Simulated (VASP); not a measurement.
# ZnS (Cm) in VASP: further runs

The runs below take ZnS through single point, with PBE.

All numbers are computed with VASP 6.6.1; they aren't measurements. Logs are shortened: lines on timing, memory, paths and dates and some standing lists are left out, and cuts for length are marked.

## Step 1: The cell of the first run

It takes space group Cm (No. 8, monoclinic). Conventional cell: a = 6.666 Å, b = 3.849 Å, c = 3.849 Å, α = 90.00°, β = 125.26°, γ = 90.00°. Zn (site symmetry m) has 3 S at 1.90 to 2.43 Å within 2.5 Å. Within 2.5 Å of S (site symmetry m) lie 3 Zn at 1.90 to 2.43 Å.

## Step 2: Single point, PBE (atom 2 (S) moved by (-0.600, +0.000) A along [1 1 0] and z)

Contents of INCAR:

```
PREC = Accurate
ENCUT = 520
EDIFF = 1E-7
ISMEAR = 0
SIGMA = 0.05
LREAL = F
LASPH = T
NELM = 60
ALGO = Normal
ISIF = 2
LWAVE = F
LCHARG = F
GGA = PE
NBANDS = 16
```

Contents of KPOINTS:

```
regular mesh
0
Gamma
  8 8 8
```

Contents of POSCAR:

```
ZnS
1.0
    0.0000000000      2.7215639846      2.7215639846
    2.7215639846      0.0000000000      2.7215639846
    2.7215639846      2.7215639846      0.0000000000
Zn S
1 1
Direct
    0.0000000000      0.0000000000      0.0000000000
    0.7500000000      0.7500000000      0.5941101987
```

Potentials or basis: VASP PAW PBE potentials, release 64 (Zn, S).

On the command line:

```
cat potpaw_PBE.64/Zn/POTCAR potpaw_PBE.64/S/POTCAR > POTCAR
mpirun -np 1 vasp_std > vasp.out
```

OUTCAR:

```text
PREC = Accurate
   ENCUT = 520
   EDIFF = 1E-7
   ISMEAR = 0
   LREAL = F
   LASPH = T
   NELM = 60
   ISIF = 2
   GGA = PE

 ion  position               nearest neighbor table
   1  0.000  0.000  0.000-   2 1.90   2 2.43   2 2.43   2 2.87
   2  0.750  0.750  0.594-   1 1.90   1 2.43   1 2.43   1 2.87

  LATTYP: Found a face centered cubic cell.
 ALAT       =     5.4431279692

  Lattice vectors:

 A1 = (   0.0000000000,   2.7215639846,   2.7215639846)
 A2 = (   2.7215639846,   0.0000000000,   2.7215639846)
 A3 = (   2.7215639846,   2.7215639846,   0.0000000000)

Analysis of symmetry for initial positions (statically):
=====================================================================
 Subroutine PRICEL returns:
 Original cell was already a primitive cell.

 Routine SETGRP: Setting up the symmetry group for a
 face centered cubic supercell.

 Subroutine GETGRP returns: Found  2 space group operations
 (whereof  2 operations were pure point group operations)
 out of a pool of 48 trial point group operations.

The static configuration has the point symmetry C_1h.

Analysis of symmetry for dynamics (positions and initial velocities):
=====================================================================
 Subroutine PRICEL returns:
 Original cell was already a primitive cell.

 Routine SETGRP: Setting up the symmetry group for a
 face centered cubic supercell.

 Subroutine GETGRP returns: Found  2 space group operations
 (whereof  2 operations were pure point group operations)
 out of a pool of 48 trial point group operations.

The dynamic configuration has the point symmetry C_1h.

 Subroutine INISYM returns: Found  2 space group operations
 (whereof  2 operations are pure point group operations),
 and found     1 'primitive' translations

----------------------------------------------------------------------------------------

                                     Primitive cell

  volume of cell :      40.3168

  direct lattice vectors                    reciprocal lattice vectors
     0.000000000  2.721563985  2.721563985    -0.183717893  0.183717893  0.183717893
     2.721563985  0.000000000  2.721563985     0.183717893 -0.183717893  0.183717893
     2.721563985  2.721563985  0.000000000     0.183717893  0.183717893 -0.183717893

  length of vectors
     3.848872698  3.848872698  3.848872698     0.318208724  0.318208724  0.318208724

  position of ions in fractional coordinates (direct lattice)
     0.000000000  0.000000000  0.000000000
     0.750000000  0.750000000  0.594110199

  ion indices of the primitive-cell ions
   primitive index   ion index
                 1           1
                 2           2

----------------------------------------------------------------------------------------

 KPOINTS: regular mesh

Automatic generation of k-mesh.
 Grid dimensions read from file:
 generate k-points for:    8    8    8

 Generating k-lattice:

  Cartesian coordinates                     Fractional coordinates (reciprocal lattice)
    -0.022964737  0.022964737  0.022964737     0.125000000  0.000000000  0.000000000
     0.022964737 -0.022964737  0.022964737     0.000000000  0.125000000  0.000000000
     0.022964737  0.022964737 -0.022964737     0.000000000  0.000000000  0.125000000

  Length of vectors
     0.039776091  0.039776091  0.039776091

  Shift w.r.t. Gamma in fractional coordinates (k-lattice)
     0.000000000  0.000000000  0.000000000

 Subroutine IBZKPT returns following result:
 ===========================================

 Found    150 irreducible k-points:

 Following reciprocal coordinates:
            Coordinates               Weight
  0.000000  0.000000  0.000000      1.000000
  0.125000  0.000000  0.000000      4.000000
  0.000000  0.000000  0.125000      2.000000
  0.125000  0.125000  0.125000      2.000000
  0.250000  0.000000  0.000000      4.000000
  0.000000  0.000000  0.250000      2.000000
[... 16 lines left out ...]
  0.375000  0.125000  0.000000      4.000000
  0.000000  0.375000  0.125000      4.000000
 [... further k-points ...]
   k-points           NKPTS =    150   k-points in BZ     NKDIM =    150   number of bands    NBANDS=     16
   number of dos      NEDOS =    301   number of ions     NIONS =      2
   total plane-waves  NPLWV =  27000
   dimension x,y,z NGX =    30 NGY =   30 NGZ =   30
   dimension x,y,z NGXF=    60 NGYF=   60 NGZF=   60
   ions per type =               1   1
   NGX,Y,Z   is equivalent  to a cutoff of  12.96, 12.96, 12.96 a.u.
   NGXF,Y,Z  is equivalent  to a cutoff of  25.92, 25.92, 25.92 a.u.
 SYSTEM =  unknown system
   PREC   = accura    normal or accurate (medium, high low for compatibility)
   ISTART =      0    job   : 0-new  1-cont  2-samecut
   ICHARG =      2    charge: 1-file 2-atom 10-const
   ISPIN  =      1    spin polarized calculation?
   LNONCOLLINEAR =      F non collinear calculations
   LSORBIT =      F    spin-orbit coupling
   LASPH  =      T    aspherical Exc in radial PAW
   ENCUT  =  520.0 eV  38.22 Ry    6.18 a.u.   7.16  7.16  7.16*2*pi/ulx,y,z
   NELM   =     60;   NELMIN=  2; NELMDL= -5     # of ELM steps
   EDIFF  = 0.1E-06   stopping-criterion for ELM
   LREAL  =      F    real-space projection
   EDIFFG = 0.1E-05   stopping-criterion for IOM
   NSW    =      0    number of steps for IOM
   IBRION =     -1    ionic relax: 0-MD 1-quasi-New 2-CG
   NFREE  =      0    steps in history (QN), initial steepest desc. (CG)
   ISIF   =      2    stress and relaxation
   ISYM   =      2    0-nonsym 1-usesym 2-fastsym
   POTIM  = 0.5000    time-step for ionic-motion
   TEBEG  =    0.0;   TEEND  =   0.0 temperature during run
   PSTRESS=    0.0 pullay stress
   NELECT =      18.0000    total number of electrons
   NUPDOWN=      -1.0000    fix difference up-down
   EMIN   =  10.00;   EMAX   =-10.00  energy-range for DOS
   EFERMI =   0.00;   METHOD = LEGACY
   ISMEAR =     0;   SIGMA  =   0.05  broadening in eV -4-tet -1-fermi 0-gaus
   EFERMI_NEDOS =   21; number of points for ismear=-14 and -15
   IALGO  =     38    algorithm
   IMIX   =      4    mixing-type and parameters
     AMIX     =   0.40;   BMIX     =  1.00
     AMIX_MAG =   1.60;   BMIX_MAG =  1.00
  volume/ion in A,a.u.               =      20.16       136.04
  Fermi-wavevector in a.u.,A,eV,Ry     =   1.251230  2.364482 21.300959  1.565576
  Thomas-Fermi vector in A             =   2.385187
   LORBIT       =      0    0 simple, 1 ext, 2 COOP (PROOUT), +10 PAW based schemes
   GGA     = PE    functional components
   LHFCALC =     F    Hartree Fock is set to
   AEXX    =    0.0000 exact exchange contribution
   IVDW    =     0    specifies the selected vdW correction
   LEPSILON=     F    determine dielectric tensor
   LRPA    =     F    only Hartree local field effects (RPA)
 non-spin polarized calculation
 Gauss-broadening in eV      SIGMA  =   0.05
  energy-cutoff  :      520.00
  volume of cell :       40.32
 maximum number of plane-waves:      1106
 NGX is ok and might be reduce to    30
   NGX = 15   NGY = 15   NGZ = 15

 number of electron      18.0000009 magnetization

 Free energy of the ion-electron system (eV)
  ---------------------------------------------------
  ext. energy  EPLUGINS =         0.00000000
  ---------------------------------------------------
  free energy    TOTEN  =        -5.59551330 eV

  energy without entropy =       -5.59551330  energy(sigma->0) =       -5.59551330

 E-fermi :   2.4361     XC(G=0):  -9.5157

 val. band max:        2.1590796555   @ k =   0.0000   0.0000   0.0000
 cond. band min:       3.9978718057   @ k =   0.0000   0.0000   0.0000
 fundamental gap:      1.8387921502
 Fermi energy:         2.4361400108

 k-point     1 :       0.0000    0.0000    0.0000
  band No.  band energies     occupation
      1     -11.4519      2.00000
      2      -5.2624      2.00000
      3      -5.0278      2.00000
      4      -4.6808      2.00000
      5      -4.4299      2.00000
      6      -4.3775      2.00000
[... 8 lines left out ...]
     15      13.4409      0.00000
     16      13.6721      0.00000

 k-point     2 :       0.1250    0.0000    0.0000
  band No.  band energies     occupation
      1     -11.3457      2.00000
      2      -5.2520      2.00000
      3      -5.0013      2.00000
      4      -4.6936      2.00000
      5      -4.4239      2.00000
      6      -4.3761      2.00000
[... 8 lines left out ...]
     15      12.9569      0.00000
     16      13.9794      0.00000

 k-point     3 :       0.0000    0.0000    0.1250
  band No.  band energies     occupation
      1     -11.3273      2.00000
      2      -5.2779      2.00000
      3      -4.9720      2.00000
      4      -4.6654      2.00000
      5      -4.4344      2.00000
      6      -4.3854      2.00000
[... 8 lines left out ...]
     15      12.7646      0.00000
     16      14.1286      0.00000

 k-point     4 :       0.1250    0.1250    0.1250
  band No.  band energies     occupation
      1     -11.3641      2.00000
      2      -5.2463      2.00000
      3      -5.0320      2.00000
      4      -4.6719      2.00000
      5      -4.4232      2.00000
      6      -4.3704      2.00000
[... 8 lines left out ...]
     15      13.1939      0.00000
     16      14.2560      0.00000
[... 324 lines left out ...]
 k-point    22 :       0.2500    0.2500    0.1250
  band No.  band energies     occupation
      1     -11.1258      2.00000
      2      -5.2242      2.00000
      3      -4.9843      2.00000
      4      -4.7317      2.00000
      5      -4.3775      2.00000
      6      -4.3470      2.00000
[... 8 lines left out ...]
     15      14.2862      0.00000
     16      15.0133      0.00000

 k-point    23 :       0.3750    0.1250    0.0000
  band No.  band energies     occupation
      1     -10.7730      2.00000
      2      -5.1914      2.00000
      3      -4.8320      2.00000
      4      -4.7342      2.00000
      5      -4.4043      2.00000
      6      -4.3112      2.00000
[... 8 lines left out ...]
     15      14.4421      0.00000
     16      14.9017      0.00000

 k-point    24 :       0.0000    0.3750    0.1250
  band No.  band energies     occupation
      1     -10.8137      2.00000
      2      -5.2386      2.00000
      3      -4.7868      2.00000
      4      -4.7058      2.00000
      5      -4.4093      2.00000
      6      -4.3183      2.00000
[... 8 lines left out ...]
     15      14.5446      0.00000
     16      15.1007      0.00000

 [... further k-points ...]

------------------------ aborting loop because EDIFF is reached ----------------------------------------

  FORCE on cell =-STRESS in cart. coord.  units (eV):
  Direction    XX          YY          ZZ          XY          YZ          ZX
  --------------------------------------------------------------------------------------
  -------------------------------------------------------------------------------------
  Total        2.2584359      2.2584359      5.4538653      3.0733134     -3.8496022     -3.8496021
  in kB       89.7496368     89.7496368    216.7351489    122.1326537   -152.9821602   -152.9821590
  external PRESSURE =     132.0781409 kB  Pullay stress =       0.0000000 kB

 VOLUME and BASIS-vectors are now :
 -----------------------------------------------------------------------------
  energy-cutoff  :      520.00
  volume of cell :       40.32
      direct lattice vectors                 reciprocal lattice vectors
     0.000000000  2.721563985  2.721563985    -0.183717893  0.183717893  0.183717893
     2.721563985  0.000000000  2.721563985     0.183717893 -0.183717893  0.183717893
     2.721563985  2.721563985  0.000000000     0.183717893  0.183717893 -0.183717893

 POSITION                                       TOTAL-FORCE (eV/Angst)
 -----------------------------------------------------------------------------------
      0.00000      0.00000      0.00000        -3.606740     -3.606740      4.778593
      3.65808      3.65808      4.08235         3.606740      3.606740     -4.778593
 -----------------------------------------------------------------------------------
    total drift:                               -0.000071     -0.000071     -0.000131

  FREE ENERGIE OF THE ION-ELECTRON SYSTEM (eV)
  ---------------------------------------------------
  free  energy   TOTEN  =        -5.5955133040 eV

  energy  without entropy=       -5.5955133040  energy(sigma->0) =       -5.59551330
```

It took 3.2 min on 1 thread of Intel Xeon 8259CL, shared host; peak memory 0.24 GiB.

Results:

```yaml
Free_energy: -5.5955 eV
Pressure: 13.2 GPa
Largest_force: 6.989 eV/Å
Band_gap_on_the_k_mesh: 1.84 eV
```

Forces on the atoms (eV/Å):
```
Zn  -3.607 -3.607  4.779
S    3.607  3.607 -4.779
```

Levels at points of the mesh, in eV from the valence-band top:
```
           k point  band 5  band 6  band 7  band 8  band 9  band 10  band 11  band 12  band 13  band 14
(0.00, 0.00, 0.00)   -6.59   -6.54   -1.11   -0.26    0.00     1.84     5.77     6.98     7.37    10.44
(0.50, 0.00, 0.00)   -6.52   -6.47   -5.10   -1.72   -0.38     3.00     5.54     8.23     8.39    11.00
(0.00, 0.00, 0.50)   -6.60   -6.51   -5.75   -1.76   -0.68     3.81     6.26     8.19     8.74    11.28
(0.50, 0.50, 0.50)   -6.48   -6.29   -4.38   -1.57   -0.34     2.44     5.22     7.22     7.97    11.40
(0.50, 0.50, 0.00)   -6.49   -6.44   -4.89   -2.59   -1.49     2.63     3.70    10.23    11.57    12.91
(0.00, 0.50, 0.50)   -6.57   -6.46   -4.61   -2.38   -2.00     2.40     4.14     9.99    11.58    12.51
```

Caveat: the cell differs from its parent crystal (atom 2 (S) moved by (-0.600, +0.000) A along [1 1 0] and z); the cell stands under pressure; forces of over 1 eV/Å act on the atoms, so gaps and moduli don't describe the material at rest.

## Step 3: Single point, PBE (atom 2 (S) moved by (-0.300, -0.600) A along [1 1 0] and z)

Contents of INCAR:

```
  PREC = Accurate
  ENCUT = 520
  EDIFF = 1E-7
  ISMEAR = 0
  SIGMA = 0.05
  LREAL = False
  LASPH = True
  NELM = 60
  ALGO = Normal
  ISIF = 2
  LWAVE = False
  LCHARG = False
  GGA = PE
  NBANDS = 16
```

KPOINTS is that of step 2.

Changes to POSCAR since step 2:

```diff
@@ -9,2 +9,2 @@
     0.0000000000      0.0000000000      0.0000000000
-    0.7500000000      0.7500000000      0.5941101987
+    0.6397692644      0.6397692644      0.7822858350
```

Potentials or basis: VASP PAW PBE potentials, release 64 (Zn, S).

On the command line:

```
cat potpaw_PBE.64/Zn/POTCAR potpaw_PBE.64/S/POTCAR > POTCAR
mpirun -np 1 vasp_std > vasp.out
```

OUTCAR:

```text
PREC = Accurate
   ENCUT = 520
   EDIFF = 1E-7
   ISMEAR = 0
   LREAL = False
   LASPH = True
   NELM = 60
   ISIF = 2
   GGA = PE

 ion  position               nearest neighbor table
   1  0.000  0.000  0.000-   2 2.09   2 2.09   2 2.55
   2  0.640  0.640  0.782-   1 2.09   1 2.09   1 2.55

  LATTYP: Found a face centered cubic cell.
 ALAT       =     5.4431279692

  Lattice vectors:

 A1 = (   0.0000000000,   2.7215639846,   2.7215639846)
 A2 = (   2.7215639846,   0.0000000000,   2.7215639846)
 A3 = (   2.7215639846,   2.7215639846,   0.0000000000)

Analysis of symmetry for initial positions (statically):
=====================================================================
 Subroutine PRICEL returns:
 Original cell was already a primitive cell.

 Routine SETGRP: Setting up the symmetry group for a
 face centered cubic supercell.

 Subroutine GETGRP returns: Found  2 space group operations
 (whereof  2 operations were pure point group operations)
 out of a pool of 48 trial point group operations.

[... 159 lines left out ...]
  free energy    TOTEN  =        -6.08081401 eV

  energy without entropy =       -6.08081401  energy(sigma->0) =       -6.08081401

 E-fermi :   2.2745     XC(G=0):  -9.5291

 val. band max:        2.0763390754   @ k =   0.0000   0.0000   0.0000
 cond. band min:       4.0841992432   @ k =   0.0000   0.0000   0.0000
 fundamental gap:      2.0078601678
 Fermi energy:         2.2745469337

 k-point     1 :       0.0000    0.0000    0.0000
  band No.  band energies     occupation
      1     -11.3588      2.00000
      2      -5.0829      2.00000
      3      -4.8446      2.00000
      4      -4.3979      2.00000
      5      -4.3954      2.00000
      6      -4.3032      2.00000
[... 433 lines left out ...]
      3      -4.5705      2.00000
      4      -4.5040      2.00000
      5      -4.3216      2.00000
      6      -4.2588      2.00000
[... 8 lines left out ...]
     15      14.2658      0.00000
     16      14.8687      0.00000

 [... further k-points ...]

------------------------ aborting loop because EDIFF is reached ----------------------------------------

  FORCE on cell =-STRESS in cart. coord.  units (eV):
  Direction    XX          YY          ZZ          XY          YZ          ZX
  --------------------------------------------------------------------------------------
  -------------------------------------------------------------------------------------
  Total        3.0057521      3.0057521      0.5401234     -2.9117724      0.0149520      0.0149519
  in kB      119.4477825    119.4477825     21.4643581   -115.7130553      0.5941897      0.5941859
  external PRESSURE =      86.7866410 kB  Pullay stress =       0.0000000 kB

 VOLUME and BASIS-vectors are now :
 -----------------------------------------------------------------------------
  energy-cutoff  :      520.00
  volume of cell :       40.32
      direct lattice vectors                 reciprocal lattice vectors
     0.000000000  2.721563985  2.721563985    -0.183717893  0.183717893  0.183717893
     2.721563985  0.000000000  2.721563985     0.183717893 -0.183717893  0.183717893
     2.721563985  2.721563985  0.000000000     0.183717893  0.183717893 -0.183717893

 POSITION                                       TOTAL-FORCE (eV/Angst)
 -----------------------------------------------------------------------------------
      0.00000      0.00000      0.00000         0.413576      0.413576     -2.197040
      3.87021      3.87021      3.48235        -0.413576     -0.413576      2.197040
 -----------------------------------------------------------------------------------
    total drift:                               -0.000029     -0.000029     -0.000034

  FREE ENERGIE OF THE ION-ELECTRON SYSTEM (eV)
  ---------------------------------------------------
  free  energy   TOTEN  =        -6.0808140140 eV

  energy  without entropy=       -6.0808140139  energy(sigma->0) =       -6.08081401
```

It took 2.6 min on 1 thread of Intel Xeon 8259CL, shared host; peak memory 0.24 GiB.

What came out:

- Free energy: -6.0808 eV
- Pressure: 8.7 GPa
- Largest force: 2.274 eV/Å
- Band gap on the k mesh: 2.01 eV

Forces in eV/Å, atoms in the order of the input:
```
Zn   0.414  0.414 -2.197
S   -0.414 -0.414  2.197
```

Stress tensor (GPa, compression positive):
```
 11.94 -11.57   0.06
-11.57  11.94   0.06
  0.06   0.06   2.15
```

Levels at points of the mesh, in eV from the valence-band top:
| k point | band 6 | band 7 | band 8 | band 9 | band 10 | band 11 | band 12 | band 13 |
| --- | --- | --- | --- | --- | --- | --- | --- | --- |
| (0.00, 0.00, 0.00) | -6.38 | -1.24 | -0.27 | 0.00 | 2.01 | 6.05 | 7.29 | 7.62 |
| (0.50, 0.00, 0.00) | -6.35 | -5.43 | -1.58 | -0.32 | 3.57 | 5.83 | 8.51 | 8.72 |
| (0.00, 0.00, 0.50) | -6.28 | -4.78 | -2.06 | -0.42 | 3.17 | 5.87 | 8.29 | 8.41 |
| (0.50, 0.50, 0.50) | -6.09 | -4.21 | -1.64 | -0.33 | 2.58 | 5.42 | 7.08 | 7.88 |
| (0.50, 0.50, 0.00) | -6.24 | -4.31 | -2.77 | -1.88 | 2.31 | 4.49 | 10.08 | 11.47 |
| (0.00, 0.50, 0.50) | -6.32 | -4.77 | -2.28 | -1.44 | 2.68 | 3.65 | 10.43 | 12.01 |

Caveat: the cell differs from its parent crystal (atom 2 (S) moved by (-0.300, -0.600) A along [1 1 0] and z); the cell stands under pressure; forces of over 1 eV/Å act on the atoms, so gaps and moduli don't describe the material at rest. A k mesh can miss the band edges.

[end of part 1 of 2]
